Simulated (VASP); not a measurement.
# HfN (Fm-3m) in VASP: further runs, part 2 of 2

VASP 6.6.1. The steps go on from the part before.

**3. Single point, PBE**

This run uses another cell than the first one, of 11.76 Å³/atom, 1.055 times its volume.

Input file INCAR:

```
ALGO = Normal
EDIFF = 1E-6
ENCUT = 520
GGA = PE
ISIF = 2
ISMEAR = 1
LASPH = T
LCHARG = F
LREAL = F
LWAVE = F
NBANDS = 14
NELM = 80
PREC = Accurate
SIGMA = 0.1
```

Input file KPOINTS:

```
k-points
0
Gamma
  10 10 10
```

Input file POSCAR:

```
HfN
1.0
    0.0000000000      2.2739610251      2.2739610251
    2.2739610251      0.0000000000      2.2739610251
    2.2739610251      2.2739610251      0.0000000000
Hf N
1 1
Direct
    0.0000000000      0.0000000000      0.0000000000
    0.5000000000      0.5000000000      0.5000000000
```

Potentials or basis: VASP PAW PBE potentials, release 64 (Hf_pv, N).

The run is started by

```sh
$ cat potpaw_PBE.64/Hf_pv/POTCAR potpaw_PBE.64/N/POTCAR > POTCAR
$ mpirun -np 1 vasp_std > vasp.out
```

OUTCAR:

```text
EDIFF = 1E-6
   ENCUT = 520
   GGA = PE
   ISIF = 2
   ISMEAR = 1
   LASPH = T
   LREAL = F
   NELM = 80
   PREC = Accurate

 ion  position               nearest neighbor table
   1  0.000  0.000  0.000-   2 2.27   2 2.27   2 2.27   2 2.27   2 2.27   2 2.27
   2  0.500  0.500  0.500-   1 2.27   1 2.27   1 2.27   1 2.27   1 2.27   1 2.27

  LATTYP: Found a face centered cubic cell.
 ALAT       =     4.5479220502

  Lattice vectors:

 A1 = (   0.0000000000,   2.2739610251,   2.2739610251)
 A2 = (   2.2739610251,   0.0000000000,   2.2739610251)
 A3 = (   2.2739610251,   2.2739610251,   0.0000000000)

Analysis of symmetry for initial positions (statically):
=====================================================================
 Subroutine PRICEL returns:
 Original cell was already a primitive cell.

 Routine SETGRP: Setting up the symmetry group for a
 face centered cubic supercell.

 Subroutine GETGRP returns: Found 48 space group operations
 (whereof 48 operations were pure point group operations)
 out of a pool of 48 trial point group operations.

The static configuration has the point symmetry O_h .

Analysis of symmetry for dynamics (positions and initial velocities):
=====================================================================
 Subroutine PRICEL returns:
 Original cell was already a primitive cell.

 Routine SETGRP: Setting up the symmetry group for a
 face centered cubic supercell.

 Subroutine GETGRP returns: Found 48 space group operations
 (whereof 48 operations were pure point group operations)
 out of a pool of 48 trial point group operations.

The dynamic configuration has the point symmetry O_h .

 Subroutine INISYM returns: Found 48 space group operations
 (whereof 48 operations are pure point group operations),
 and found     1 'primitive' translations

----------------------------------------------------------------------------------------

                                     Primitive cell
[... 114 lines left out ...]
  Thomas-Fermi vector in A             =   2.531298
   LORBIT       =      0    0 simple, 1 ext, 2 COOP (PROOUT), +10 PAW based schemes
   GGA     = PE    functional components
   LHFCALC =     F    Hartree Fock is set to
   AEXX    =    0.0000 exact exchange contribution
   IVDW    =     0    specifies the selected vdW correction
   LEPSILON=     F    determine dielectric tensor
   LRPA    =     F    only Hartree local field effects (RPA)
 non-spin polarized calculation
 Methfessel and Paxton  Order N= 1 SIGMA  =   0.10
  energy-cutoff  :      520.00
  volume of cell :       23.52
 maximum number of plane-waves:       644
   NGX = 11   NGY = 11   NGZ = 11

 number of electron      15.0000000 magnetization

 Free energy of the ion-electron system (eV)
  ---------------------------------------------------
  ext. energy  EPLUGINS =         0.00000000
  ---------------------------------------------------
  free energy    TOTEN  =       -21.74853999 eV

  energy without entropy =      -21.74772821  energy(sigma->0) =      -21.74826940

 E-fermi :   8.2434     XC(G=0): -12.6284

 val. band max:        8.2003947346   @ k =  -0.4000   0.3000   0.0000
 cond. band min:       8.2586482842   @ k =  -0.1000   0.1000   0.0000
 fundamental gap:      0.0582535496
 Fermi energy:         8.2433564738

 k-point     1 :       0.0000    0.0000    0.0000
  band No.  band energies     occupation
      1     -23.0165      2.00000
      2     -23.0165      2.00000
      3     -23.0165      2.00000
      4      -9.1872      2.00000
      5       5.2000      2.00000
      6       5.2000      2.00000
      7       5.2000      2.00000
      8       7.8749      2.00000
      9       7.8749      2.00000
     10       7.8749      2.00000
     11       9.8169     -0.00000
     12      10.1322     -0.00000
     13      10.1322     -0.00000
     14      17.7271      0.00000
[... 377 lines left out ...]
      1     -23.6412      2.00000
      2     -23.2616      2.00000
      3     -23.2349      2.00000
      4      -7.8273      2.00000
      5       1.6560      2.00000
      6       3.6406      2.00000
      7       4.1066      2.00000
      8       5.7854      2.00000
      9      12.1892      0.00000
     10      12.6290      0.00000
     11      12.8267      0.00000
     12      12.8510      0.00000
     13      17.1309      0.00000
     14      19.2793      0.00000

 [... further k-points ...]
[... 5 lines left out ...]
  --------------------------------------------------------------------------------------
  -------------------------------------------------------------------------------------
  Total       -0.3409503     -0.3409503     -0.3409503      0.0000000      0.0000000     -0.0000000
  in kB      -23.2285804    -23.2285804    -23.2285804      0.0000000      0.0000000     -0.0000000
  external PRESSURE =     -23.2285804 kB  Pullay stress =       0.0000000 kB

 VOLUME and BASIS-vectors are now :
 -----------------------------------------------------------------------------
  energy-cutoff  :      520.00
  volume of cell :       23.52
      direct lattice vectors                 reciprocal lattice vectors
     0.000000000  2.273961025  2.273961025    -0.219880638  0.219880638  0.219880638
     2.273961025  0.000000000  2.273961025     0.219880638 -0.219880638  0.219880638
     2.273961025  2.273961025  0.000000000     0.219880638  0.219880638 -0.219880638

 POSITION                                       TOTAL-FORCE (eV/Angst)
 -----------------------------------------------------------------------------------
      0.00000      0.00000      0.00000         0.000000      0.000000     -0.000000
      2.27396      2.27396      2.27396        -0.000000     -0.000000      0.000000
 -----------------------------------------------------------------------------------
    total drift:                                0.000000     -0.000000     -0.000000

  FREE ENERGIE OF THE ION-ELECTRON SYSTEM (eV)
  ---------------------------------------------------
  free  energy   TOTEN  =       -21.7485399888 eV

  energy  without entropy=      -21.7477282107  energy(sigma->0) =      -21.74826940
```

OSZICAR:

```text
N       E                     dE             d eps       ncg     rms          rms(c)
DAV:   1     0.370203091716E+02    0.37020E+02   -0.78301E+03  1316   0.101E+03
DAV:   2    -0.228344772262E+02   -0.59855E+02   -0.56220E+02  1754   0.233E+02
DAV:   3    -0.247535752244E+02   -0.19191E+01   -0.19127E+01  1490   0.345E+01
DAV:   4    -0.247612331640E+02   -0.76579E-02   -0.76565E-02  1574   0.252E+00
DAV:   5    -0.247612841825E+02   -0.51019E-04   -0.51019E-04  1492   0.169E-01    0.471E+01
DAV:   6    -0.218654063902E+02    0.28959E+01   -0.83707E+00  1430   0.220E+01    0.404E+01
DAV:   7    -0.217783929618E+02    0.87013E-01   -0.46672E-01  1610   0.606E+00    0.262E+01
DAV:   8    -0.217546722553E+02    0.23721E-01   -0.11981E-01  1508   0.301E+00    0.625E+00
DAV:   9    -0.217485811040E+02    0.60912E-02   -0.14554E-02  1490   0.100E+00    0.194E+00
DAV:  10    -0.217485720399E+02    0.90641E-05   -0.85175E-04  1694   0.276E-01    0.439E-01
DAV:  11    -0.217485417099E+02    0.30330E-04   -0.59358E-05  1592   0.743E-02    0.111E-01
DAV:  12    -0.217485400288E+02    0.16811E-05   -0.69091E-06  1772   0.219E-02    0.618E-03
DAV:  13    -0.217485399888E+02    0.39995E-07   -0.14998E-07   838   0.390E-03
   1 F= -.21748540E+02 E0= -.21748269E+02  d E =-.811778E-03
```

Run time: 17 s. Hardware: 1 thread of AMD EPYC 9R45 (Zen 5), shared host; peak memory 0.12 GiB.

What came out:

```yaml
Free_energy: -21.7485 eV
Pressure: -2.3 GPa
```

Levels at points of the mesh, in eV from the Fermi level:
| k point | band 4 | band 5 | band 6 | band 7 | band 8 | band 9 | band 10 | band 11 | band 12 | band 13 |
| --- | --- | --- | --- | --- | --- | --- | --- | --- | --- | --- |
| (0.00, 0.00, 0.00) | -17.43 | -3.04 | -3.04 | -3.04 | -0.37 | -0.37 | -0.37 | 1.57 | 1.89 | 1.89 |
| (0.50, 0.00, 0.00) | -14.82 | -8.81 | -6.12 | -6.12 | 3.15 | 3.57 | 3.57 | 4.29 | 8.57 | 8.57 |
| (0.50, 0.50, 0.00) | -16.35 | -5.45 | -3.75 | -3.72 | -3.72 | 3.96 | 5.33 | 5.34 | 5.34 | 7.71 |

Caveat: spin-orbit coupling is left out, which moves the levels of the heavy elements.

**4. Single point, revPBE+D3(BJ)**

This run uses another cell than the first one, of 11.46 Å³/atom, 1.028 times its volume.

Input file INCAR:

```
SYSTEM = HfN
PREC = Accurate
ENCUT = 520
EDIFF = 1E-6
ISMEAR = 1
SIGMA = 0.1
LREAL = .False.
LASPH = .True.
NELM = 60
ALGO = Normal
ISIF = 2
LWAVE = .False.
LCHARG = .False.
GGA = RE
IVDW = 12
NBANDS = 14
```

Input file KPOINTS:

```
Automatic mesh
0
Gamma
  10 10 10
  0 0 0
```

Input file POSCAR:

```
HfN
1.0
    0.0000000000      2.2543390184      2.2543390184
    2.2543390184      0.0000000000      2.2543390184
    2.2543390184      2.2543390184      0.0000000000
Hf N
1 1
Direct
    0.0000000000      0.0000000000      0.0000000000
    0.5000000000      0.5000000000      0.5000000000
```

Potentials or basis: VASP PAW PBE potentials, release 64 (Hf_pv, N).

The run is started by

```sh
$ cat potpaw_PBE.64/Hf_pv/POTCAR potpaw_PBE.64/N/POTCAR > POTCAR
$ mpirun -np 1 vasp_std > vasp.out
```

OUTCAR:

```text
SYSTEM = HfN
   PREC = Accurate
   ENCUT = 520
   EDIFF = 1E-6
   ISMEAR = 1
   LREAL = .False.
   LASPH = .True.
   NELM = 60
   ISIF = 2
   GGA = RE
   IVDW = 12
 IVDW          = 12

 ion  position               nearest neighbor table
   1  0.000  0.000  0.000-   2 2.25   2 2.25   2 2.25   2 2.25   2 2.25   2 2.25
   2  0.500  0.500  0.500-   1 2.25   1 2.25   1 2.25   1 2.25   1 2.25   1 2.25

  LATTYP: Found a face centered cubic cell.
 ALAT       =     4.5086780368

  Lattice vectors:

 A1 = (   0.0000000000,   2.2543390184,   2.2543390184)
 A2 = (   2.2543390184,   0.0000000000,   2.2543390184)
 A3 = (   2.2543390184,   2.2543390184,   0.0000000000)

Analysis of symmetry for initial positions (statically):
=====================================================================
 Subroutine PRICEL returns:
 Original cell was already a primitive cell.

 Routine SETGRP: Setting up the symmetry group for a
 face centered cubic supercell.

 Subroutine GETGRP returns: Found 48 space group operations
 (whereof 48 operations were pure point group operations)
 out of a pool of 48 trial point group operations.

The static configuration has the point symmetry O_h .

Analysis of symmetry for dynamics (positions and initial velocities):
=====================================================================
 Subroutine PRICEL returns:
 Original cell was already a primitive cell.

 Routine SETGRP: Setting up the symmetry group for a
 face centered cubic supercell.

 Subroutine GETGRP returns: Found 48 space group operations
 (whereof 48 operations were pure point group operations)
 out of a pool of 48 trial point group operations.

The dynamic configuration has the point symmetry O_h .

 Subroutine INISYM returns: Found 48 space group operations
 (whereof 48 operations are pure point group operations),
 and found     1 'primitive' translations

----------------------------------------------------------------------------------------

                                     Primitive cell

  volume of cell :      22.9133

  direct lattice vectors                    reciprocal lattice vectors
[... 120 lines left out ...]
  energy-cutoff  :      520.00
  volume of cell :       22.91
 maximum number of plane-waves:       636
   NGX = 11   NGY = 11   NGZ = 11

 number of electron      15.0000001 magnetization

 Free energy of the ion-electron system (eV)
  ---------------------------------------------------
  ext. energy  EPLUGINS =         0.00000000
  ---------------------------------------------------
  free energy    TOTEN  =       -20.92173653 eV

  energy without entropy =      -20.92090884  energy(sigma->0) =      -20.92146064

 E-fermi :   8.5733     XC(G=0): -12.7119

 val. band max:        8.5300843094   @ k =  -0.4000   0.3000   0.0000
 cond. band min:       8.5866413864   @ k =  -0.1000   0.1000   0.0000
 fundamental gap:      0.0565570770
 Fermi energy:         8.5732681601

 k-point     1 :       0.0000    0.0000    0.0000
  band No.  band energies     occupation
      1     -22.6274      2.00000
      2     -22.6274      2.00000
      3     -22.6274      2.00000
      4      -9.0799      2.00000
      5       5.4761      2.00000
      6       5.4761      2.00000
      7       5.4761      2.00000
      8       8.1955      2.00000
      9       8.1955      2.00000
     10       8.1955      2.00000
     11      10.3649     -0.00000
     12      10.5273     -0.00000
     13      10.5273     -0.00000
     14      18.0834      0.00000
[... 377 lines left out ...]
      1     -23.3122      2.00000
      2     -22.8952      2.00000
      3     -22.8657      2.00000
      4      -7.6861      2.00000
      5       1.8944      2.00000
      6       3.8903      2.00000
      7       4.3733      2.00000
      8       6.0458      2.00000
      9      12.6574      0.00000
     10      13.1521      0.00000
     11      13.3287      0.00000
     12      13.3983      0.00000
     13      17.7656      0.00000
     14      19.9791      0.00000

 [... further k-points ...]

------------------------ aborting loop because EDIFF is reached ----------------------------------------

 Edisp (eV)   -1.42973

 E8    (eV) :    -1.0208

  FORCE on cell =-STRESS in cart. coord.  units (eV):
  Direction    XX          YY          ZZ          XY          YZ          ZX
  --------------------------------------------------------------------------------------
  -------------------------------------------------------------------------------------
  Total      -0.35408    -0.35408    -0.35408    -0.00000    -0.00000     0.00000
  in kB     -24.75835   -24.75835   -24.75835    -0.00000    -0.00000     0.00000
  external pressure =      -24.76 kB  Pullay stress =        0.00 kB

 VOLUME and BASIS-vectors are now :
 -----------------------------------------------------------------------------
  energy-cutoff  :      520.00
  volume of cell :       22.91
      direct lattice vectors                 reciprocal lattice vectors
     0.000000000  2.254339018  2.254339018    -0.221794502  0.221794502  0.221794502
     2.254339018  0.000000000  2.254339018     0.221794502 -0.221794502  0.221794502
     2.254339018  2.254339018  0.000000000     0.221794502  0.221794502 -0.221794502

 POSITION                                       TOTAL-FORCE (eV/Angst)
 -----------------------------------------------------------------------------------
      0.00000      0.00000      0.00000        -0.000000      0.000000      0.000000
      2.25434      2.25434      2.25434         0.000000     -0.000000     -0.000000
 -----------------------------------------------------------------------------------
    total drift:                                0.000000     -0.000000     -0.000000

  FREE ENERGIE OF THE ION-ELECTRON SYSTEM (eV)
  ---------------------------------------------------
  free  energy   TOTEN  =       -22.3514708932 eV

  energy  without entropy=      -22.3506432027  energy(sigma->0) =      -22.35119500
```

Wall time 16 s (1 thread of AMD EPYC 9R45 (Zen 5), shared host); peak memory 0.12 GiB.

Results:

* Free energy: -22.3515 eV
* Pressure: -2.5 GPa
* Dispersion energy per atom: -0.715 eV

Levels at points of the mesh, in eV from the Fermi level:
```
           k point  band 6  band 7  band 8  band 9  band 10  band 11
(0.00, 0.00, 0.00)   -3.10   -3.10   -0.38   -0.38    -0.38     1.79
(0.50, 0.00, 0.00)   -6.27   -6.27    3.27    3.71     3.71     4.39
(0.50, 0.50, 0.00)   -3.87   -3.76   -3.76    4.10     5.54     5.54
```

Caveat: the PAW data sets were made with another functional, which shifts forces and pressure a little; spin-orbit coupling is left out, which moves the levels of the heavy elements; pairwise dispersion overbinds metals, which lowers pressure and volume.

**5. Relaxation of cell and atoms, PBE**

This run uses another cell than the first one, of 11.48 Å³/atom, 1.030 times its volume.

Input file INCAR:

```
PREC = Accurate
ENCUT = 600
EDIFF = 1E-7
ISMEAR = 1
SIGMA = 0.1
LREAL = F
LASPH = T
NELM = 80
ALGO = Normal
ISIF = 3
LWAVE = F
LCHARG = F
GGA = PE
IBRION = 2
NSW = 80
EDIFFG = -0.01
```

Input file KPOINTS:

```
Automatic mesh
0
Gamma
  10 10 10
```

Input file POSCAR:

```
HfN
1.0
    0.0000000000      2.2560000000      2.2560000000
    2.2560000000      0.0000000000      2.2560000000
    2.2560000000      2.2560000000      0.0000000000
Hf N
1 1
Direct
    0.0000000000      0.0000000000      0.0000000000
    0.5000000000      0.5000000000      0.5000000000
```

The run is started by

```sh
$ cat potpaw_PBE.64/Hf_pv/POTCAR potpaw_PBE.64/N/POTCAR > POTCAR
$ mpirun -np 1 vasp_std > vasp.out
```

Wall time 49 s (1 thread of AMD EPYC 9R45 (Zen 5), shared host); peak memory 0.14 GiB.

Results (log left out):

- Free energy: -21.7514 eV
- Relaxed volume: 11.65 Å³/atom
- Relaxed cell: a = 3.206 Å, b = 3.206 Å, c = 3.206 Å, α = 60.00°, β = 60.00°, γ = 60.00°
- Space group after relaxing (to 0.05 Å): Fm-3m (No. 225)
- Energy gained by relaxing: 2.1 meV/atom
- Ionic steps: 3
- Pressure after relaxing: 0.0 GPa

Step by step:
```
step  energy change (eV)  largest force (eV/Å)  pressure (GPa)  volume (Å³)
   1              0.0000                0.0000            4.10        22.96
   2              0.0103                0.0000           -6.99        23.95
   3             -0.0043                0.0000           -0.02        23.31
```

Final structure:
```xyz
2
Lattice="0.0000 2.2671 2.2671 2.2671 0.0000 2.2671 2.2671 2.2671 0.0000" Properties=species:S:1:pos:R:3 pbc="T T T"
Hf    0.0000    0.0000    0.0000
N     2.2671    2.2671    2.2671
```

Levels at points of the mesh, in eV from the Fermi level:
| k point | band 6 | band 7 | band 8 | band 9 | band 10 | band 11 |
| --- | --- | --- | --- | --- | --- | --- |
| (0.00, 0.00, 0.00) | -3.06 | -3.06 | -0.37 | -0.37 | -0.37 | 1.66 |
| (0.50, 0.00, 0.00) | -6.17 | -6.17 | 3.19 | 3.62 | 3.62 | 4.34 |
| (0.50, 0.50, 0.00) | -3.79 | -3.73 | -3.73 | 4.01 | 5.41 | 5.43 |

Caveat: spin-orbit coupling is left out, which moves the levels of the heavy elements. PBE usually gives volumes a little too large and moduli too small.

**6. Summary**

```tsv
task	level	potentials or basis	cell	cutoff (eV)	gap on the mesh (eV)	pressure (GPa)
single point	LDA	VASP PAW LDA potentials, release 64 (Hf_pv, N)	a = 3.159 Å, angles 60.0°, 2 atoms	520	none	-1.2
single point	PBE	VASP PAW PBE potentials, release 64 (Hf_pv, N)	a = 3.216 Å, angles 60.0°, 2 atoms	520	none	-2.3
single point	revPBE+D3(BJ)	VASP PAW PBE potentials, release 64 (Hf_pv, N)	a = 3.188 Å, angles 60.0°, 2 atoms	520	none	-2.5
relaxation of cell and atoms	PBE	VASP PAW PBE potentials, release 64 (Hf_pv, N)	relaxed from a = 3.190 Å, angles 60.0°, 2 atoms	600	none	0.0
```

Alike in all rows: no spin polarisation; k mesh 10 × 10 × 10; smearing methfessel-paxton 0.1 eV.

Caveats: spin-orbit coupling is left out, which moves the levels of the heavy elements; the PAW data sets were made with another functional, which shifts forces and pressure a little (some runs); pairwise dispersion overbinds metals, which lowers pressure and volume (some runs).

Absolute energies hang on the potentials; compare differences alone.
